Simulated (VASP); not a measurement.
# Sb in VASP: single point with r2SCAN+rVV10

Aim: the single point of Sb with r2SCAN+rVV10.

Program: VASP 6.6.1. These are calculated values, not measurements. Logs are shortened: lines on timing, memory, paths and dates and some standing lists are left out, and cuts for length are marked.

### Step 1. The cell of the first run

The cell holds a slab with vacuum, 6 atoms: a = 7.085 Å, b = 7.085 Å, c = 21.250 Å, α = 90.00°, β = 90.00°, γ = 120.00°.

### Step 2. Single point, r2SCAN+rVV10

POSCAR

```
Sb
1.0
    7.0850829663      0.0000000000      0.0000000000
   -3.5425414831      6.1358618367      0.0000000000
    0.0000000000      0.0000000000     21.2500000000
Sb
6
Direct
    0.6666670000      0.6666670000      0.5828761875
    0.3342269067      0.9980276528      0.5829444244
    1.0026702894      0.3346797104      0.5829256337
    0.3347797997      0.3322187511      0.6589696776
    0.9999067697      0.6662338237      0.6591165172
    0.6688684136      1.0009243327      0.6590140323
```

INCAR.step1

```
SYSTEM = Sb
ALGO     = Normal         ! electronic algorithm
DIPOL    = 0.5 0.5 0.621
EDIFF    = 1E-5           ! SCF threshold, eV
ENCUT    = 440            ! plane-wave cutoff, eV
GGA      = PE             ! functional
GGA_COMPAT= .False.      
IDIPOL   = 3            
ISMEAR   = 0              ! smearing method
LASPH    = .True.         ! aspherical terms in the spheres
LCHARG   = .False.        ! write CHGCAR
LDIPOL   = .True.       
LREAL    = .False.        ! projectors in reciprocal space
LWAVE    = .True.         ! write WAVECAR
NBANDS   = 24             ! bands
NELM     = 120            ! most SCF steps
NELMDL   = -8           
PREC     = Accurate       ! precision mode
SIGMA    = 0.04           ! smearing width, eV
```

INCAR.step2

```
SYSTEM = Sb
ALGO     = Normal         ! electronic algorithm
BPARAM   = 11.95        
CPARAM   = 0.0093       
DIPOL    = 0.5 0.5 0.621
EDIFF    = 1E-6           ! SCF threshold, eV
ENCUT    = 440            ! plane-wave cutoff, eV
GGA_COMPAT= .False.      
IDIPOL   = 3            
ISIF     = 2              ! what is computed and relaxed
ISMEAR   = 0              ! smearing method
ISTART   = 1            
IVDW_NL  = 2            
LASPH    = .True.         ! aspherical terms in the spheres
LCHARG   = .False.        ! write CHGCAR
LDIPOL   = .True.       
LMIXTAU  = .True.       
LREAL    = .False.        ! projectors in reciprocal space
LUSE_VDW = .True.       
LWAVE    = .False.        ! write WAVECAR
METAGGA  = R2SCAN         ! meta-GGA
NBANDS   = 24             ! bands
NELM     = 120            ! most SCF steps
PREC     = Accurate       ! precision mode
SIGMA    = 0.04           ! smearing width, eV
```

KPOINTS

```
k-points
0
Gamma
  6 6 1
  0 0 0
```

Potentials or basis: VASP PAW PBE potentials, release 64 (Sb).

Run with:

```console
cat potpaw_PBE.64/Sb/POTCAR > POTCAR
cp INCAR.step1 INCAR
mpirun -np 1 vasp_std > vasp.out
cp INCAR.step2 INCAR
mpirun -np 1 vasp_std > vasp.out
```

OUTCAR:

```text
SYSTEM = Sb
   BPARAM = 11.95
   EDIFF = 1E-6
   ENCUT = 440
   ISIF = 2
   ISMEAR = 0
   ISTART = 1
   IVDW_NL = 2
   LASPH = .True.
   LREAL = .False.
   METAGGA = R2SCAN
   NELM = 120
   PREC = Accurate

 ion  position               nearest neighbor table
   1  0.667  0.667  0.583-   4 2.86   6 2.86   5 2.86
   2  0.334  0.998  0.583-   6 2.86   5 2.86   4 2.86
   3  0.003  0.335  0.583-   5 2.86   4 2.86   6 2.86
   4  0.335  0.332  0.659-   1 2.86   3 2.86   2 2.86
   5  1.000  0.666  0.659-   3 2.86   2 2.86   1 2.86
   6  0.669  0.001  0.659-   2 2.86   1 2.86   3 2.86

  LATTYP: Found a hexagonal cell.
 ALAT       =     7.0850829663
 C/A-ratio  =     2.9992591620

  Lattice vectors:

 A1 = (   7.0850829663,   0.0000000000,   0.0000000000)
 A2 = (  -3.5425414831,   6.1358618367,   0.0000000000)
 A3 = (   0.0000000000,   0.0000000000,  21.2500000000)

Analysis of symmetry for initial positions (statically):
=====================================================================
 Subroutine PRICEL returns:
 Original cell was already a primitive cell.

 Routine SETGRP: Setting up the symmetry group for a
 hexagonal supercell.

 Subroutine GETGRP returns: Found  1 space group operations
 (whereof  1 operations were pure point group operations)
 out of a pool of 24 trial point group operations.

The static configuration has the point symmetry C_1 .

Analysis of symmetry for dynamics (positions and initial velocities):
=====================================================================
 Subroutine PRICEL returns:
 Original cell was already a primitive cell.

 Routine SETGRP: Setting up the symmetry group for a
 hexagonal supercell.

 Subroutine GETGRP returns: Found  1 space group operations
 (whereof  1 operations were pure point group operations)
 out of a pool of 24 trial point group operations.

The dynamic configuration has the point symmetry C_1 .

 Subroutine INISYM returns: Found  1 space group operations
 (whereof  1 operations are pure point group operations),
 and found     1 'primitive' translations

----------------------------------------------------------------------------------------

                                     Primitive cell

  volume of cell :     923.8032

  direct lattice vectors                    reciprocal lattice vectors
     7.085082966  0.000000000  0.000000000     0.141141608  0.081488145  0.000000000
    -3.542541483  6.135861837  0.000000000     0.000000000  0.162976290  0.000000000
     0.000000000  0.000000000 21.250000000     0.000000000  0.000000000  0.047058824

  length of vectors
     7.085082966  7.085082966 21.250000000     0.162976290  0.162976290  0.047058824

  position of ions in fractional coordinates (direct lattice)
     0.666667000  0.666667000  0.582876187
     0.334226907  0.998027653  0.582944424
     0.002670289  0.334679710  0.582925634
     0.334779800  0.332218751  0.658969678
     0.999906770  0.666233824  0.659116517
     0.668868414  0.000924333  0.659014032

  ion indices of the primitive-cell ions
   primitive index   ion index
                 1           1
                 2           2
                 3           3
                 4           4
                 5           5
                 6           6

----------------------------------------------------------------------------------------

 KPOINTS: k-points

Automatic generation of k-mesh.
 Grid dimensions read from file:
 generate k-points for:    6    6    1

 Generating k-lattice:

  Cartesian coordinates                     Fractional coordinates (reciprocal lattice)
     0.023523601  0.013581358  0.000000000     0.166666667 -0.000000000  0.000000000
     0.000000000  0.027162715  0.000000000     0.000000000  0.166666667  0.000000000
     0.000000000  0.000000000  0.047058824     0.000000000  0.000000000  1.000000000

  Length of vectors
     0.027162715  0.027162715  0.047058824

  Shift w.r.t. Gamma in fractional coordinates (k-lattice)
     0.000000000  0.000000000  0.000000000

 Subroutine IBZKPT returns following result:
 ===========================================

 Found     20 irreducible k-points:

 Following reciprocal coordinates:
            Coordinates               Weight
  0.000000  0.000000  0.000000      1.000000
  0.166667  0.000000  0.000000      2.000000
  0.000000  0.166667  0.000000      2.000000
 -0.166667  0.166667  0.000000      2.000000
  0.333333 -0.000000  0.000000      2.000000
  0.000000  0.333333  0.000000      2.000000
[... 12 lines left out ...]
  0.500000 -0.166667  0.000000      2.000000
  0.333333  0.333333  0.000000      2.000000
   k-points           NKPTS =     20   k-points in BZ     NKDIM =     20   number of bands    NBANDS=     24
   number of dos      NEDOS =    301   number of ions     NIONS =      6
   total plane-waves  NPLWV = 345600
   dimension x,y,z NGX =    48 NGY =   48 NGZ =  150
   dimension x,y,z NGXF=    96 NGYF=   96 NGZF=  300
   ions per type =               6
   NGX,Y,Z   is equivalent  to a cutoff of  11.26, 11.26, 11.74 a.u.
   NGXF,Y,Z  is equivalent  to a cutoff of  22.53, 22.53, 23.47 a.u.
 SYSTEM =  Sb
   PREC   = accura    normal or accurate (medium, high low for compatibility)
   ISTART =      1    job   : 0-new  1-cont  2-samecut
   ICHARG =      0    charge: 1-file 2-atom 10-const
   ISPIN  =      1    spin polarized calculation?
   LNONCOLLINEAR =      F non collinear calculations
   LSORBIT =      F    spin-orbit coupling
   LASPH  =      T    aspherical Exc in radial PAW
   ENCUT  =  440.0 eV  32.34 Ry    5.69 a.u.  12.12 12.12 36.34*2*pi/ulx,y,z
   NELM   =    120;   NELMIN=  2; NELMDL=  0     # of ELM steps
   EDIFF  = 0.1E-05   stopping-criterion for ELM
   LREAL  =      F    real-space projection
   EDIFFG = 0.1E-04   stopping-criterion for IOM
   NSW    =      0    number of steps for IOM
   IBRION =     -1    ionic relax: 0-MD 1-quasi-New 2-CG
   NFREE  =      0    steps in history (QN), initial steepest desc. (CG)
   ISIF   =      2    stress and relaxation
   ISYM   =      2    0-nonsym 1-usesym 2-fastsym
   POTIM  = 0.5000    time-step for ionic-motion
   TEBEG  =    0.0;   TEEND  =   0.0 temperature during run
   PSTRESS=    0.0 pullay stress
   NELECT =      30.0000    total number of electrons
   NUPDOWN=      -1.0000    fix difference up-down
   EMIN   =  10.00;   EMAX   =-10.00  energy-range for DOS
   EFERMI =   0.00;   METHOD = LEGACY
   ISMEAR =     0;   SIGMA  =   0.04  broadening in eV -4-tet -1-fermi 0-gaus
   EFERMI_NEDOS =   21; number of points for ismear=-14 and -15
   IALGO  =     38    algorithm
   IMIX   =      4    mixing-type and parameters
     AMIX     =   0.40;   BMIX     =  1.00
     AMIX_MAG =   1.60;   BMIX_MAG =  1.00
  volume/ion in A,a.u.               =     153.97      1039.02
  Fermi-wavevector in a.u.,A,eV,Ry     =   0.522302  0.987009  3.711668  0.272800
  Thomas-Fermi vector in A             =   1.541044
   LORBIT       =      0    0 simple, 1 ext, 2 COOP (PROOUT), +10 PAW based schemes
   METAGGA = R2SCAN    functional components
   LHFCALC =     F    Hartree Fock is set to
   AEXX    =    0.0000 exact exchange contribution
   IVDW_NL    =     2    kernel type
   BPARAM     =11.9500
   IVDW    =     0    specifies the selected vdW correction
   LEPSILON=     F    determine dielectric tensor
   LRPA    =     F    only Hartree local field effects (RPA)
 non-spin polarized calculation
 Gauss-broadening in eV      SIGMA  =   0.04
  energy-cutoff  :      440.00
  volume of cell :      923.80
 maximum number of plane-waves:     19396
   NGX = 25   NGY = 25   NGZ = 73

 dipolmoment           0.000000      0.000000     -0.000001 electrons x Angstroem

 number of electron      29.9999997 magnetization

 dipolmoment           0.000000      0.000000      0.000005 electrons x Angstroem

 Free energy of the ion-electron system (eV)
  ---------------------------------------------------
  ext. energy  EPLUGINS =         0.00000000
  ---------------------------------------------------
  free energy    TOTEN  =      -152.08704312 eV

  energy without entropy =     -152.08704312  energy(sigma->0) =     -152.08704312

 E-fermi :  -2.6832     XC(G=0):  -2.4901

 val. band max:       -2.8936986098   @ k =   0.0000   0.0000   0.0000
 cond. band min:      -1.3444753614   @ k =   0.3333   0.3333   0.0000
 fundamental gap:      1.5492232484
 Fermi energy:        -2.6831830595

 k-point     1 :       0.0000    0.0000    0.0000
  band No.  band energies     occupation
      1     -14.7443      2.00000
      2     -11.6842      2.00000
      3     -11.6837      2.00000
      4     -11.6725      2.00000
      5     -11.6718      2.00000
      6      -9.2528      2.00000
[... 16 lines left out ...]
     23       1.1586      0.00000
     24       1.1628      0.00000

 k-point     2 :       0.1667    0.0000    0.0000
  band No.  band energies     occupation
      1     -14.6378      2.00000
      2     -12.3874      2.00000
      3     -12.2104      2.00000
      4     -11.1903      2.00000
      5     -10.9817      2.00000
      6      -9.2444      2.00000
[... 16 lines left out ...]
     23       0.9480      0.00000
     24       1.4256      0.00000

 k-point     3 :       0.0000    0.1667    0.0000
  band No.  band energies     occupation
      1     -14.6378      2.00000
      2     -12.3875      2.00000
      3     -12.2103      2.00000
      4     -11.1904      2.00000
      5     -10.9817      2.00000
      6      -9.2444      2.00000
[... 16 lines left out ...]
     23       0.9479      0.00000
     24       1.4257      0.00000
[... 406 lines left out ...]
 k-point    19 :       0.5000   -0.1667    0.0000
  band No.  band energies     occupation
      1     -14.0157      2.00000
      2     -13.4309      2.00000
      3     -12.9441      2.00000
      4     -10.5622      2.00000
      5      -9.9671      2.00000
      6      -9.4493      2.00000
[... 16 lines left out ...]
     23       0.9632      0.00000
     24       1.1190      0.00000

 k-point    20 :       0.3333    0.3333    0.0000
  band No.  band energies     occupation
      1     -13.5354      2.00000
      2     -13.5294      2.00000
      3     -13.5275      2.00000
      4      -9.9055      2.00000
      5      -9.9043      2.00000
      6      -9.9006      2.00000
[... 16 lines left out ...]
     23       1.0616      0.00000
     24       1.0640      0.00000

------------------------ aborting loop because EDIFF is reached ----------------------------------------

 vacuum level on the upper side and lower side of the slab       (xc-potential included)         0.037         0.041

  FORCE on cell =-STRESS in cart. coord.  units (eV):
  Direction    XX          YY          ZZ          XY          YZ          ZX
  --------------------------------------------------------------------------------------
  -------------------------------------------------------------------------------------
  Total       -0.2537783     -0.2545004      0.4978554      0.0000865     -0.0001384      0.0006168
  in kB       -0.4401348     -0.4413871      0.8634443      0.0001501     -0.0002400      0.0010698
  external PRESSURE =      -0.0060258 kB  Pullay stress =       0.0000000 kB

 VOLUME and BASIS-vectors are now :
 -----------------------------------------------------------------------------
  energy-cutoff  :      440.00
  volume of cell :      923.80
      direct lattice vectors                 reciprocal lattice vectors
     7.085082966  0.000000000  0.000000000     0.141141608  0.081488145  0.000000000
    -3.542541483  6.135861837  0.000000000     0.000000000  0.162976290  0.000000000
     0.000000000  0.000000000 21.250000000     0.000000000  0.000000000  0.047058824

 POSITION                                       TOTAL-FORCE (eV/Angst)
 -----------------------------------------------------------------------------------
      2.36170      4.09058     12.38612         0.037376     -0.001135     -0.105958
     -1.16753      6.12376     12.38757        -0.018668      0.035568     -0.108510
     -1.16670      2.05355     12.38717        -0.019177     -0.034324     -0.107912
      1.19504      2.03845     14.00311        -0.007910      0.004476      0.108591
      4.72426      4.08792     14.00623         0.008219      0.004749      0.105986
      4.73571      0.00567     14.00405         0.000160     -0.009334      0.107803
 -----------------------------------------------------------------------------------
    total drift:                                0.000226     -0.000027      0.000518

  FREE ENERGIE OF THE ION-ELECTRON SYSTEM (eV)
  ---------------------------------------------------
  free  energy   TOTEN  =      -152.0870431213 eV

  energy  without entropy=     -152.0870431213  energy(sigma->0) =     -152.08704312

 vacuum level on the upper side and lower side of the slab         2.301         2.305
```

Run time: 24 min. Hardware: 1 thread of Intel Xeon 6975P-C (Granite Rapids), shared host; peak memory 2.1 GiB.

What came out:

* Free energy: -152.0870 eV
* Largest force: 0.116 eV/Å
* Band gap on the k mesh: 1.55 eV

Forces in eV/Å, atoms in the order of the input:
```
Sb   0.037 -0.001 -0.106
Sb  -0.019  0.036 -0.109
Sb  -0.019 -0.034 -0.108
Sb  -0.008  0.004  0.109
Sb   0.008  0.005  0.106
Sb   0.000 -0.009  0.108
```

Caveat: the PAW data sets were made with another functional, which shifts forces and pressure a little; spin-orbit coupling is left out, which moves the levels of the heavy elements.
